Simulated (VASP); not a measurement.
# Si7B: single point with PBE

Crystal: Si7B.

```
Si B
1.0
     5.26402    0.00000    0.00000
     0.00000    5.26402    0.00000
     0.00000    0.00000    5.26402
Si B
7 1
Cartesian
  1.1942 1.1942 1.1942
  0.0000 2.6320 2.6320
  2.6320 2.6320 0.0000
  2.6320 0.0000 2.6320
  4.0698 1.1942 4.0698
  4.0698 4.0698 1.1942
  1.1942 4.0698 4.0698
  0.0000 0.0000 0.0000
```

```yaml
Program: VASP 6.6.1
Task: single point
Functional: PBE
Potentials_or_basis: VASP PAW PBE potentials, release 64 (Si, B)
Cutoff: 520 eV
k_mesh: 6 × 6 × 6
Occupations: gaussian, width 0.1 eV
Spin: no spin polarisation
```

* Pressure: -0.1 GPa
* Largest force: 0.010 eV/Å
* Band gap on the k mesh: zero (an odd number of electrons rules out a gap without spin polarisation)

Forces on the atoms (eV/Å):
```
Si   0.006  0.006  0.006
Si   0.000  0.000  0.000
Si   0.000  0.000  0.000
Si   0.000  0.000  0.000
Si  -0.006  0.006 -0.006
Si  -0.006 -0.006  0.006
Si   0.006 -0.006 -0.006
B    0.000  0.000  0.000
```

Levels at points of the mesh, in eV from the Fermi level:
| k point | band 12 | band 13 | band 14 | band 15 | band 16 | band 17 | band 18 | band 19 | band 20 | band 21 |
| --- | --- | --- | --- | --- | --- | --- | --- | --- | --- | --- |
| (0.00, 0.00, 0.00) | -2.33 | -2.33 | 0.81 | 0.81 | 0.81 | 0.99 | 0.99 | 1.44 | 1.44 | 1.44 |
| (0.50, 0.00, 0.00) | -2.54 | -1.56 | -1.56 | -0.92 | -0.92 | 1.83 | 1.87 | 3.60 | 3.86 | 4.84 |
| (0.50, 0.50, 0.00) | -3.00 | -0.89 | -0.89 | -0.75 | -0.14 | 2.85 | 3.32 | 3.32 | 3.41 | 5.04 |
| (0.50, 0.50, 0.50) | -0.56 | -0.56 | -0.56 | 0.00 | 0.00 | 1.99 | 2.68 | 2.68 | 2.68 | 3.89 |

It took 24 s on 1 thread of Intel(R) Xeon(R) 6975P-C (Granite Rapids) (shared host), peak memory 0.25 GiB.
